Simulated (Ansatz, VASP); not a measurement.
Os in VASP and in Ansatz

```
Os
1.0
     2.60829    0.00000    0.00000
    -1.30414    2.25884    0.00000
     0.00000    0.00000    2.43712
Os
1
Direct
  0.00000 0.00000 0.00000
```

Alike in both runs: task relaxation of cell and atoms; functional r2SCAN; k mesh 9 × 9 × 8; occupations gaussian, width 0.1 eV; no spin polarisation.

```csv
,VASP,Ansatz
version,VASP 6.6.1,Ansatz 0.2.0
potentials or method,"VASP PAW PBE potentials, release 64 (Os), cutoff 600 eV","scalar-relativistic, plane waves, PAW"
valence electrons in the cell,8,16
```

Ansatz gave:

| Property | Result |
| --- | --- |
| gap on the k mesh at the Fermi level, each at its own relaxed structure (eV) | none |
| relaxed volume (Å³/atom) | 15.46 |
| relaxed cell length with the largest relative difference (Å) | 2.692 |

Problem. What did VASP give for the same quantities?

Solution. gap on the k mesh at the Fermi level, each at its own relaxed structure (eV): none; relaxed volume (Å³/atom): 15.49; relaxed cell length with the largest relative difference (Å): 2.695.

VASP's potentials were made for PBE, not for r2SCAN. A gap of «none» marks a metal or a gap that the smearing closes. VASP's potentials hold 8 valence electrons a cell and Ansatz's 16, so a difference there can come from the potentials and not from the codes.

Neither program's run includes spin-orbit coupling.
